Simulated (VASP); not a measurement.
Wanted: the native input for a VASP 6.6.1 run.

* Task: single point
* Functional: revPBE
* Potentials or basis: VASP PAW PBE potentials, release 64 (Sn_d, Se)
* Cutoff: 520 eV
* k mesh: 8 × 8 × 8
* Occupations: fermi-dirac, width 0.05 eV
* Spin: no spin polarisation
* Dipole correction: no
* Further INCAR settings: ALGO = Normal; EDIFF = 1e-07; NBANDS = 17

The structure of SnSe lies in POSCAR:

```
SnSe
1.0
    0.0000000000      3.0690345955      3.0690345955
    3.0690345955      0.0000000000      3.0690345955
    3.0690345955      3.0690345955      0.0000000000
Sn Se
1 1
Direct
    0.0000000000      0.0000000000      0.0000000000
    0.5000000000      0.5000000000      0.5000000000
```

One way to write it, as run:

INCAR

```
SYSTEM = SnSe
ALGO = Normal
EDIFF = 1E-7
ENCUT = 520
GGA = RE
ISIF = 2
ISMEAR = -1
LASPH = .TRUE.
LCHARG = .FALSE.
LREAL = .FALSE.
LWAVE = .FALSE.
NBANDS = 17
NELM = 60
PREC = Accurate
SIGMA = 0.05
```

KPOINTS

```
k-points
0
G
  8 8 8
  0 0 0
```

Potentials or basis: VASP PAW PBE potentials, release 64 (Sn_d, Se).

Command:

```console
$ cat potpaw_PBE.64/Sn_d/POTCAR potpaw_PBE.64/Se/POTCAR > POTCAR
$ mpirun -np 1 vasp_std > vasp.out
```

Results of the run:

* Pressure: -0.7 GPa
* Band gap on the k mesh: 0.31 eV, direct

Caveat: the PAW data sets were made with another functional, which shifts forces and pressure a little; spin-orbit coupling is left out, which moves the levels of the heavy elements.

Wall time 13 s on 1 thread of Intel(R) Xeon(R) Platinum 8488C (Sapphire Rapids) (shared host), peak memory 0.18 GiB.
